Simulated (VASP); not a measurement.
Runs of VASP 6.6.1 on Cu. The structure is that of space group P6_3/mmc (No. 194), or close to it. The cells are those of the table. This isn't the form of Cu at room conditions, which is fcc.

```csv
task,cell,k mesh,cutoff (eV),gap on the mesh (eV),pressure (GPa)
relaxation of cell and atoms,"relaxed to 1 GPa from a = 2.513, b = 2.513, c = 4.103 Å, angles 90.0, 90.0, 120.0°, 2 atoms",18 × 18 × 10,600,none,1.0
relaxation of cell and atoms,"relaxed to 90 GPa from a = 2.303, b = 2.303, c = 3.771 Å, angles 90.0, 90.0, 120.0°, 2 atoms",24 × 24 × 12,600,none,90.0
single point,"a = 2.521, b = 2.521, c = 3.952 Å, angles 90.0, 90.0, 120.0°, 2 atoms",24 × 24 × 12,520,none,8.8
single point,"a = 2.521, b = 2.521, c = 4.034 Å, angles 90.0, 90.0, 120.0°, 2 atoms",24 × 24 × 12,520,none,(a)
relaxation of cell and atoms,"relaxed to -1 GPa from a = 2.529, b = 2.529, c = 4.130 Å, angles 90.0, 90.0, 120.0°, 2 atoms",18 × 18 × 10,600,none,-1.1
single point,"a = 2.521, b = 2.521, c = 4.199 Å, angles 90.0, 90.0, 120.0°, 2 atoms",24 × 24 × 12,520,none,(b)
single point,"a = 2.521, b = 2.521, c = 4.117 Å, angles 90.0, 90.0, 120.0°, 2 atoms",24 × 24 × 12,520,none,0.8
single point,"a = 2.521, b = 2.521, c = 3.870 Å, angles 90.0, 90.0, 120.0°, 2 atoms",24 × 24 × 12,520,none,15.1
```

Alike in all rows: level PBEsol; potentials or basis VASP PAW PBE potentials, release 64 (Cu); no spin polarisation; smearing gaussian 0.1 eV.

**Question.** Estimate the missing entries.

**Answer.** (a) 4.5; (b) -2.4.

Caveats: the PAW data sets were made with another functional, which shifts forces and pressure a little; the cell is relaxed towards a set pressure, so the run minimises the enthalpy, not the energy (at least some runs); the stress differs along the axes, from 5 to 15 GPa (at least some runs); the stress differs along the axes, from 3 to 8 GPa (at least some runs); the stress differs along the axes, from 10 to 25 GPa (at least some runs).

A gap of «none» marks levels without a gap at the run's occupations.
